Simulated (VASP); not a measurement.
The system is PbSe.

```
Pb Se
1.0
     2.15488   -6.13395    0.00000
     2.15488    6.13395    0.00000
     0.00000    0.00000    4.45049
Pb Se
2 2
Direct
  0.63176 0.36824 0.75000
  0.36824 0.63176 0.25000
  0.86129 0.13871 0.75000
  0.13871 0.86129 0.25000
```

| Item | Value |
| --- | --- |
| Program | VASP 6.6.1 |
| Task | relaxation of cell and atoms |
| Functional | PBE |
| Potentials or basis | VASP PAW PBE potentials, release 64 (Pb_d, Se) |
| Cutoff | 500 eV |
| k mesh | 8 × 8 × 6 |
| Occupations | gaussian, width 0.02 eV |
| Spin | no spin polarisation |

At the start: pressure 1.0 GPa; volume 29.41 Å³/atom.

Task: How do energy, volume and symmetry change on relaxing?

Result: Over 11 steps the energy falls by 2.7 meV/atom and the volume is 30.18 Å³/atom (+2.6 %); space group Cmcm (No. 63, to 0.1 Å) before and after.

The path:
| step | energy change (eV) | largest force (eV/Å) | pressure (GPa) | volume (Å³) |
| --- | --- | --- | --- | --- |
| 1 | 0.0000 | 0.1402 | 1.02 | 117.65 |
| 2 | -0.0072 | 0.0987 | -0.35 | 120.86 |
| 3 | -0.0083 | 0.0495 | 0.01 | 119.98 |
| 4 | -0.0086 | 0.0451 | 0.00 | 120.03 |
| 5 | -0.0094 | 0.0335 | 0.00 | 120.18 |
| 6 | -0.0103 | 0.0216 | -0.02 | 120.49 |
| 7 | -0.0100 | 0.0360 | -0.05 | 121.10 |
| 8 | -0.0105 | 0.0187 | -0.03 | 120.74 |
| 9 | -0.0107 | 0.0070 | 0.03 | 120.62 |
| 10 | -0.0107 | 0.0018 | 0.01 | 120.66 |
| 11 | -0.0108 | 0.0025 | -0.01 | 120.71 |

Final structure:
```xyz
4
Lattice="2.1668 -6.2110 0.0000 2.1668 6.2110 0.0000 0.0000 0.0000 4.4847" Properties=species:S:1:pos:R:3 pbc="T T T"
Pb    2.1668   -1.6692    3.3635
Pb    2.1668    1.6692    1.1212
Se    2.1668   -4.5158    3.3635
Se    2.1668    4.5158    1.1212
```
